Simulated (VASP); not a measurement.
# Mo (Im-3m) in VASP: further runs

Runs on Mo. Level: PBEsol. Tasks: single point, relaxation of cell and atoms.

Everything below comes from runs of VASP 6.6.1. Logs are shortened: lines on timing, memory, paths and dates and some standing lists are left out, and cuts for length are marked.

## (1) The cell of the first run

Symmetry: Im-3m, No. 229, cubic system. Conventional cell: a = 3.132 Å, b = 3.132 Å, c = 3.132 Å, α = 90.00°, β = 90.00°, γ = 90.00°. Mo (site symmetry m-3m) has 14 Mo at 2.71 to 3.13 Å within 3.6 Å.

## (2) Single point, PBEsol

The input, INCAR:

```
PREC = Accurate ; ENCUT = 520
EDIFF = 1E-6 ; ISMEAR = 0
SIGMA = 0.1 ; LREAL = False
LASPH = True ; NELM = 100
ALGO = Fast ; ISIF = 2
LWAVE = False ; LCHARG = False
GGA = PS ; NBANDS = 13
```

The input, KPOINTS:

```
regular mesh
0
Gamma
  8 8 8
```

The input, POSCAR:

```
Mo
1.0
   -1.5659380051      1.5659380051      1.5659380051
    1.5659380051     -1.5659380051      1.5659380051
    1.5659380051      1.5659380051     -1.5659380051
Mo
1
Direct
    0.0000000000      0.0000000000      0.0000000000
```

Potentials or basis: VASP PAW PBE potentials, release 64 (Mo_sv).

On the command line:

```sh
$ cat potpaw_PBE.64/Mo_sv/POTCAR > POTCAR
$ mpirun -np 1 vasp_std > vasp.out
```

OUTCAR:

```text
PREC = Accurate
   ENCUT = 520
   EDIFF = 1E-6
   ISMEAR = 0
   LREAL = False
   LASPH = True
   NELM = 100
   ISIF = 2
   GGA = PS

 ion  position               nearest neighbor table
   1  0.000  0.000  0.000-

  LATTYP: Found a body centered cubic cell.
 ALAT       =     3.1318760102

  Lattice vectors:

 A1 = (  -1.5659380051,   1.5659380051,   1.5659380051)
 A2 = (   1.5659380051,  -1.5659380051,   1.5659380051)
 A3 = (   1.5659380051,   1.5659380051,  -1.5659380051)

Analysis of symmetry for initial positions (statically):
=====================================================================
 Subroutine PRICEL returns:
 Original cell was already a primitive cell.

 Routine SETGRP: Setting up the symmetry group for a
 body centered cubic supercell.

 Subroutine GETGRP returns: Found 48 space group operations
 (whereof 48 operations were pure point group operations)
 out of a pool of 48 trial point group operations.

The static configuration has the point symmetry O_h .

Analysis of symmetry for dynamics (positions and initial velocities):
=====================================================================
 Subroutine PRICEL returns:
 Original cell was already a primitive cell.

 Routine SETGRP: Setting up the symmetry group for a
 body centered cubic supercell.

 Subroutine GETGRP returns: Found 48 space group operations
 (whereof 48 operations were pure point group operations)
 out of a pool of 48 trial point group operations.

The dynamic configuration has the point symmetry O_h .

 Subroutine INISYM returns: Found 48 space group operations
 (whereof 48 operations are pure point group operations),
 and found     1 'primitive' translations

----------------------------------------------------------------------------------------

                                     Primitive cell

  volume of cell :      15.3597

  direct lattice vectors                    reciprocal lattice vectors
    -1.565938005  1.565938005  1.565938005     0.000000000  0.319297442  0.319297442
     1.565938005 -1.565938005  1.565938005     0.319297442  0.000000000  0.319297442
     1.565938005  1.565938005 -1.565938005     0.319297442  0.319297442  0.000000000

  length of vectors
     2.712284186  2.712284186  2.712284186     0.451554773  0.451554773  0.451554773

  position of ions in fractional coordinates (direct lattice)
     0.000000000  0.000000000  0.000000000

  ion indices of the primitive-cell ions
   primitive index   ion index
                 1           1

----------------------------------------------------------------------------------------

 KPOINTS: regular mesh

Automatic generation of k-mesh.
 Grid dimensions read from file:
 generate k-points for:    8    8    8

 Generating k-lattice:

  Cartesian coordinates                     Fractional coordinates (reciprocal lattice)
     0.000000000  0.039912180  0.039912180     0.125000000  0.000000000  0.000000000
     0.039912180  0.000000000  0.039912180     0.000000000  0.125000000  0.000000000
     0.039912180  0.039912180  0.000000000     0.000000000  0.000000000  0.125000000

  Length of vectors
     0.056444347  0.056444347  0.056444347

  Shift w.r.t. Gamma in fractional coordinates (k-lattice)
     0.000000000  0.000000000  0.000000000

 Subroutine IBZKPT returns following result:
 ===========================================

 Found     29 irreducible k-points:

 Following reciprocal coordinates:
            Coordinates               Weight
  0.000000  0.000000  0.000000      1.000000
  0.125000  0.000000  0.000000     12.000000
  0.250000  0.000000  0.000000     12.000000
  0.375000  0.000000  0.000000     12.000000
  0.500000  0.000000  0.000000      6.000000
  0.125000  0.125000  0.000000     24.000000
[... 16 lines left out ...]
 -0.250000  0.250000  0.250000      6.000000
 -0.375000  0.375000  0.250000     24.000000
 [... further k-points ...]
   k-points           NKPTS =     29   k-points in BZ     NKDIM =     29   number of bands    NBANDS=     13
   number of dos      NEDOS =    301   number of ions     NIONS =      1
   total plane-waves  NPLWV =   8000
   dimension x,y,z NGX =    20 NGY =   20 NGZ =   20
   dimension x,y,z NGXF=    40 NGYF=   40 NGZF=   40
   ions per type =               1
   NGX,Y,Z   is equivalent  to a cutoff of  12.26, 12.26, 12.26 a.u.
   NGXF,Y,Z  is equivalent  to a cutoff of  24.52, 24.52, 24.52 a.u.
 SYSTEM =  unknown system
   PREC   = accura    normal or accurate (medium, high low for compatibility)
   ISTART =      0    job   : 0-new  1-cont  2-samecut
   ICHARG =      2    charge: 1-file 2-atom 10-const
   ISPIN  =      1    spin polarized calculation?
   LNONCOLLINEAR =      F non collinear calculations
   LSORBIT =      F    spin-orbit coupling
   LASPH  =      T    aspherical Exc in radial PAW
   ENCUT  =  520.0 eV  38.22 Ry    6.18 a.u.   5.04  5.04  5.04*2*pi/ulx,y,z
   NELM   =    100;   NELMIN=  2; NELMDL= -5     # of ELM steps
   EDIFF  = 0.1E-05   stopping-criterion for ELM
   LREAL  =      F    real-space projection
   EDIFFG = 0.1E-04   stopping-criterion for IOM
   NSW    =      0    number of steps for IOM
   IBRION =     -1    ionic relax: 0-MD 1-quasi-New 2-CG
   NFREE  =      0    steps in history (QN), initial steepest desc. (CG)
   ISIF   =      2    stress and relaxation
   ISYM   =      2    0-nonsym 1-usesym 2-fastsym
   POTIM  = 0.5000    time-step for ionic-motion
   TEBEG  =    0.0;   TEEND  =   0.0 temperature during run
   PSTRESS=    0.0 pullay stress
   NELECT =      14.0000    total number of electrons
   NUPDOWN=      -1.0000    fix difference up-down
   EMIN   =  10.00;   EMAX   =-10.00  energy-range for DOS
   EFERMI =   0.00;   METHOD = LEGACY
   ISMEAR =     0;   SIGMA  =   0.10  broadening in eV -4-tet -1-fermi 0-gaus
   EFERMI_NEDOS =   21; number of points for ismear=-14 and -15
   IALGO  =     68    algorithm
   IMIX   =      4    mixing-type and parameters
     AMIX     =   0.40;   BMIX     =  1.00
     AMIX_MAG =   1.60;   BMIX_MAG =  1.00
  volume/ion in A,a.u.               =      15.36       103.65
  Fermi-wavevector in a.u.,A,eV,Ry     =   1.587290  2.999543 34.279737  2.519490
  Thomas-Fermi vector in A             =   2.686470
   LORBIT       =      0    0 simple, 1 ext, 2 COOP (PROOUT), +10 PAW based schemes
   GGA     = PS    functional components
   LHFCALC =     F    Hartree Fock is set to
   AEXX    =    0.0000 exact exchange contribution
   IVDW    =     0    specifies the selected vdW correction
   LEPSILON=     F    determine dielectric tensor
   LRPA    =     F    only Hartree local field effects (RPA)
 non-spin polarized calculation
 RMM-DIIS sequential band-by-band and
 Gauss-broadening in eV      SIGMA  =   0.10
  energy-cutoff  :      520.00
  volume of cell :       15.36
 maximum number of plane-waves:       427
   NGX =  9   NGY =  9   NGZ =  9

 number of electron      13.9999998 magnetization

 Free energy of the ion-electron system (eV)
  ---------------------------------------------------
  ext. energy  EPLUGINS =         0.00000000
  ---------------------------------------------------
  free energy    TOTEN  =       -11.75612345 eV

  energy without entropy =      -11.75145227  energy(sigma->0) =      -11.75378786

 E-fermi :  12.6173     XC(G=0): -13.6287

 val. band max:       12.5921540772   @ k =  -0.2500   0.2500   0.1250
 cond. band min:      12.7632823748   @ k =   0.3750   0.0000   0.0000
 fundamental gap:      0.1711282976
 Fermi energy:        12.6173083406

 k-point     1 :       0.0000    0.0000    0.0000
  band No.  band energies     occupation
      1     -48.4522      2.00000
      2     -21.6972      2.00000
      3     -21.6972      2.00000
      4     -21.6972      2.00000
      5       5.4063      2.00000
      6      11.3456      2.00000
      7      11.3456      2.00000
      8      11.3456      2.00000
      9      14.4255      0.00000
     10      14.4255      0.00000
     11      27.5828      0.00000
     12      27.5828      0.00000
     13      27.5828      0.00000

 k-point     2 :       0.1250    0.0000    0.0000
  band No.  band energies     occupation
      1     -48.4112      2.00000
      2     -21.9297      2.00000
      3     -21.7689      2.00000
      4     -21.6991      2.00000
      5       6.0803      2.00000
      6      10.9698      2.00000
      7      11.2508      2.00000
      8      12.0039      2.00000
      9      13.9760      0.00000
     10      14.4436      0.00000
     11      28.0193      0.00000
     12      28.7470      0.00000
     13      28.7948      0.00000

 k-point     3 :       0.2500    0.0000    0.0000
  band No.  band energies     occupation
      1     -48.3108      2.00000
      2     -22.4693      2.00000
      3     -21.9384      2.00000
      4     -21.7038      2.00000
      5       7.3979      2.00000
      6      10.1784      2.00000
      7      11.1451      2.00000
      8      13.8323      0.00000
      9      13.8898      0.00000
     10      14.5910      0.00000
     11      27.6183      0.00000
     12      29.1357      0.00000
     13      31.8333      0.00000
[... 305 lines left out ...]
 k-point    23 :      -0.2500    0.2500    0.2500
  band No.  band energies     occupation
      1     -48.1899      2.00000
      2     -22.4985      2.00000
      3     -22.2009      2.00000
      4     -22.2009      2.00000
      5       8.9423      2.00000
      6       9.9629      2.00000
      7      12.1081      2.00000
      8      12.1081      2.00000
      9      13.6376      0.00000
     10      16.2545      0.00000
     11      28.0437      0.00000
     12      31.3072      0.00000
     13      31.6673      0.00000

 k-point    24 :      -0.3750    0.3750    0.2500
  band No.  band energies     occupation
      1     -48.1029      2.00000
      2     -22.8041      2.00000
      3     -22.3798      2.00000
      4     -22.2457      2.00000
      5       8.6902      2.00000
      6       9.2835      2.00000
      7      12.1003      2.00000
      8      12.9535      0.00000
      9      15.7195      0.00000
     10      17.8505      0.00000
     11      26.7700      0.00000
     12      28.8345      0.00000
     13      29.8503      0.00000

 [... further k-points ...]

------------------------ aborting loop because EDIFF is reached ----------------------------------------

  FORCE on cell =-STRESS in cart. coord.  units (eV):
  Direction    XX          YY          ZZ          XY          YZ          ZX
  --------------------------------------------------------------------------------------
  -------------------------------------------------------------------------------------
  Total        0.0538405      0.0538405      0.0538405     -0.0000000      0.0000000      0.0000000
  in kB        5.6161145      5.6161145      5.6161145     -0.0000000      0.0000000      0.0000000
  external PRESSURE =       5.6161145 kB  Pullay stress =       0.0000000 kB

 VOLUME and BASIS-vectors are now :
 -----------------------------------------------------------------------------
  energy-cutoff  :      520.00
  volume of cell :       15.36
      direct lattice vectors                 reciprocal lattice vectors
    -1.565938005  1.565938005  1.565938005     0.000000000  0.319297442  0.319297442
     1.565938005 -1.565938005  1.565938005     0.319297442  0.000000000  0.319297442
     1.565938005  1.565938005 -1.565938005     0.319297442  0.319297442  0.000000000

 POSITION                                       TOTAL-FORCE (eV/Angst)
 -----------------------------------------------------------------------------------
      0.00000      0.00000      0.00000         0.000000     -0.000000     -0.000000
 -----------------------------------------------------------------------------------
    total drift:                                0.000000      0.000000      0.000000

  FREE ENERGIE OF THE ION-ELECTRON SYSTEM (eV)
  ---------------------------------------------------
  free  energy   TOTEN  =       -11.7561234546 eV

  energy  without entropy=      -11.7514522724  energy(sigma->0) =      -11.75378786
```

It took 4.5 s on 1 thread of Intel Xeon 6975P-C, shared host; peak memory 0.12 GiB.

What came out:

```yaml
Free_energy: -11.7561 eV
Pressure: 0.6 GPa
Band_gap_on_the_k_mesh: zero (band 7 reaches 16.86 eV, above the bottom of band 8 at 11.35 eV)
```

Caveat: the PAW data sets were made with another functional, which shifts forces and pressure a little.

## (3) Single point, PBEsol

This run uses another cell than the first one, of 15.32 Å³/atom, 0.998 times its volume.

The input, INCAR:

```
SYSTEM = Mo
  ALGO = Fast
  EDIFF = 1E-6
  ENCUT = 520
  GGA = PS
  ISIF = 2
  ISMEAR = 0
  LASPH = .True.
  LCHARG = .False.
  LREAL = .False.
  LWAVE = .False.
  NBANDS = 13
  NELM = 80
  PREC = Accurate
  SIGMA = 0.1
```

The input, KPOINTS:

```
k-points
0
Gamma
  18 18 18
  0 0 0
```

The input, POSCAR:

```
Mo
1.0
   -1.5647312348      1.5647312348      1.5647312348
    1.5647312348     -1.5647312348      1.5647312348
    1.5647312348      1.5647312348     -1.5647312348
Mo
1
Direct
    0.0000000000      0.0000000000      0.0000000000
```

Potentials or basis: VASP PAW PBE potentials, release 64 (Mo_sv).

On the command line:

```sh
$ cat potpaw_PBE.64/Mo_sv/POTCAR > POTCAR
$ mpirun -np 1 vasp_std > vasp.out
```

Run time: 22 s. Hardware: 1 thread of Intel Xeon 6975P-C, shared host; peak memory 0.15 GiB.

The run converged. Its results:

```yaml
Free_energy: -11.7780 eV
Pressure: 0.5 GPa
Band_gap_on_the_k_mesh: zero (band 7 reaches 16.91 eV, above the bottom of band 8 at 11.38 eV)
```

Levels at points of the mesh, in eV from the Fermi level:
```
           k point  band 4  band 5  band 6  band 7  band 8  band 9  band 10  band 11
(0.00, 0.00, 0.00)  -34.46   -7.37   -1.42   -1.42   -1.42    1.66     1.66    14.82
(0.50, 0.00, 0.00)  -34.47   -5.49   -3.53    1.66    1.71    2.36     4.90    11.92
(0.50, 0.50, 0.50)  -35.49   -5.64   -5.64    4.11    4.11    4.11     9.16     9.16
```

Caveat: the PAW data sets were made with another functional, which shifts forces and pressure a little.

## (4) Relaxation of cell and atoms, PBEsol

The input, INCAR:

```
SYSTEM = Mo
  PREC = Accurate
  ENCUT = 600
  EDIFF = 1E-6
  ISMEAR = 0
  SIGMA = 0.1
  LREAL = .FALSE.
  LASPH = .TRUE.
  NELM = 100
  ALGO = Fast
  ISIF = 3
  LWAVE = .FALSE.
  LCHARG = .FALSE.
  GGA = PS
  IBRION = 2
  NSW = 100
  EDIFFG = -0.002
```

The input, KPOINTS:

```
regular mesh
0
G
  18 18 18
  0 0 0
```

The input, POSCAR:

```
Mo
1.0
   -1.5659380051      1.5659380051      1.5659380051
    1.5659380051     -1.5659380051      1.5659380051
    1.5659380051      1.5659380051     -1.5659380051
Mo
1
Direct
    0.0000000000      0.0000000000      0.0000000000
```

On the command line:

```sh
$ cat potpaw_PBE.64/Mo_sv/POTCAR > POTCAR
$ mpirun -np 1 vasp_std > vasp.out
```

Wall time 42 s (1 thread of Intel Xeon 6975P-C, shared host); peak memory 0.17 GiB.

It converged, with:

* Free energy: -11.7782 eV
* Relaxed volume: 15.35 Å³/atom
* Relaxed cell: a = 2.711 Å, b = 2.711 Å, c = 2.711 Å, α = 109.47°, β = 109.47°, γ = 109.47°
* Space group after relaxing (to 0.05 Å): Im-3m (No. 229)
* Energy gained by relaxing: 0.0 meV/atom
* Ionic steps: 3
* Pressure after relaxing: 0.0 GPa
* Band gap on the k mesh: zero (band 7 reaches 16.88 eV, above the bottom of band 8 at 11.36 eV)

Final structure:
```
Mo
1.0
    -1.56548    1.56548    1.56548
     1.56548   -1.56548    1.56548
     1.56548    1.56548   -1.56548
Mo
1
Direct
  0.00000 0.00000 0.00000
```

Levels at points of the mesh, in eV from the Fermi level:
```tsv
k point	band 3	band 4	band 5	band 6	band 7	band 8	band 9	band 10	band 11
(0.00, 0.00, 0.00)	-34.46	-34.46	-7.36	-1.42	-1.42	-1.42	1.66	1.66	14.82
(0.50, 0.00, 0.00)	-34.93	-34.47	-5.48	-3.52	1.66	1.71	2.35	4.89	11.95
(0.50, 0.50, 0.50)	-35.49	-35.49	-5.63	-5.63	4.10	4.10	4.10	9.15	9.15
```

Caveat: the PAW data sets were made with another functional, which shifts forces and pressure a little.

## (5) Summary

```tsv
task	cell	k mesh	cutoff (eV)	gap on the mesh (eV)	pressure (GPa)
single point	a = 2.712 Å, angles 109.5°, 1 atom	8 × 8 × 8	520	none	0.6
single point	a = 2.710 Å, angles 109.5°, 1 atom	18 × 18 × 18	520	none	0.5
relaxation of cell and atoms	relaxed from a = 2.712 Å, angles 109.5°, 1 atom	18 × 18 × 18	600	none	0.0
```

Alike in all rows: level PBEsol; potentials or basis VASP PAW PBE potentials, release 64 (Mo_sv); no spin polarisation; smearing gaussian 0.1 eV.

Caveats: the PAW data sets were made with another functional, which shifts forces and pressure a little.

Absolute energies hang on the potentials; compare differences alone.
